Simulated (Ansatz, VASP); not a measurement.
Rh in VASP and in Ansatz

The input INCAR:

```
SYSTEM = Rh
  PREC = Accurate
  ENCUT = 520
  EDIFF = 1E-6
  ISMEAR = 0
  SIGMA = 0.1
  LREAL = .FALSE.
  LASPH = .TRUE.
  NELM = 80
  ALGO = Fast
  ISIF = 2
  LWAVE = .FALSE.
  LCHARG = .FALSE.
  GGA = PE
  NBANDS = 22
```

File KPOINTS:

```
regular mesh
0
G
  18 18 10
  0 0 0
```

File POSCAR:

```
Rh
1.0
    2.8337808139      0.0000000000      0.0000000000
   -1.4168904070      2.4541261736      0.0000000000
    0.0000000000      0.0000000000      4.5602362031
Rh
2
Direct
    0.6666666667      0.3333333333      0.7500000000
    0.3333333333      0.6666666667      0.2500000000
```

Input for Ansatz:

```yaml
crystal:
  lattice:
    - [2.8337808139, 0.0, 0.0]
    - [-1.416890407, 2.4541261736, 0.0]
    - [0.0, 0.0, 4.5602362031]
  atoms:
    - { symbol: Rh, position: [0.6666666667, 0.3333333333, 0.75] }
    - { symbol: Rh, position: [0.3333333333, 0.6666666667, 0.25] }
basis:
  ecutwfc: 420
kpoints:
  mp_grid: { grid: [18, 18, 10] }
hamiltonian:
  xc: pbe
scf:
  occupations: { method: gaussian, width: 0.1 }
output:
  forces: true
  stress: true
  eigenvalues: true
```

Change from the starting cell: equal strain along all axes, cell held, atoms relaxed: +4.0 %.

Alike in both runs: task single point; functional PBE; k mesh 18 × 18 × 10; occupations gaussian, width 0.1 eV; no spin polarisation.

|  | VASP | Ansatz |
| --- | --- | --- |
| version | VASP 6.6.1 | Ansatz 0.2.0 |
| potentials or method | VASP PAW PBE potentials, release 64 (Rh_pv), cutoff 520 eV | scalar-relativistic, plane waves, PAW |
| valence electrons in the cell | 30 | 34 |

VASP gave:

* gap on the k mesh at the Fermi level (eV): none
* pressure (GPa): -22.0
* traceless stress, the component that is largest in VASP (GPa): -0.44

**Question.** Estimate Ansatz's values.

**Answer.** gap on the k mesh at the Fermi level (eV): none; pressure (GPa): -22.0; traceless stress, the component that is largest in VASP (GPa): -0.45.

A gap of «none» marks a metal or a gap that the smearing closes. VASP's potentials hold 30 valence electrons a cell and Ansatz's 34, so a difference there can come from the potentials and not from the codes.
